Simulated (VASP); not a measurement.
Ru: single point with PBE

Ru:

```
Ru
1.0
     2.71983    0.00000    0.00000
    -1.35991    2.35544    0.00000
     0.00000    0.00000    4.29676
Ru
2
Direct
  0.33333 0.66667 0.25000
  0.66667 0.33333 0.75000
```

```
Program                : VASP 6.6.1
Task                   : single point
Functional             : PBE
Potentials or basis    : VASP PAW PBE potentials, release 64 (Ru_pv)
Cutoff                 : 500 eV
k mesh                 : 18 × 18 × 10
Occupations            : gaussian, width 0.1 eV
Spin                   : no spin polarisation
Dipole correction      : no
Further INCAR settings : ALGO = Normal; EDIFF = 1e-06; NBANDS = 21
```

```yaml
Pressure: 0.0 GPa
Band_gap_on_the_k_mesh: zero (band 14 reaches 14.05 eV, above the bottom of band 15 at 10.98 eV)
```

Levels at points of the mesh, in eV from the Fermi level:
```
           k point  band 10  band 11  band 12  band 13  band 14  band 15  band 16  band 17  band 18  band 19
(0.00, 0.00, 0.00)    -2.53    -2.35    -1.86    -1.86    -1.37    -1.37     1.16     1.16     1.30    10.17
(0.50, 0.00, 0.00)    -2.96    -2.02    -1.77    -1.48     1.39     1.80     1.88     3.99     6.03    10.44
(0.00, 0.00, 0.50)    -2.70    -2.70    -2.70    -2.65    -2.65     0.54     0.54     0.54     0.54    10.45
(0.50, 0.00, 0.50)    -4.42    -1.03    -1.03     0.45     0.45     1.64     1.64     3.35     3.35    10.37
```

Wall time 110 s on 1 thread of Intel Xeon 8259CL (shared host), peak memory 0.21 GiB.
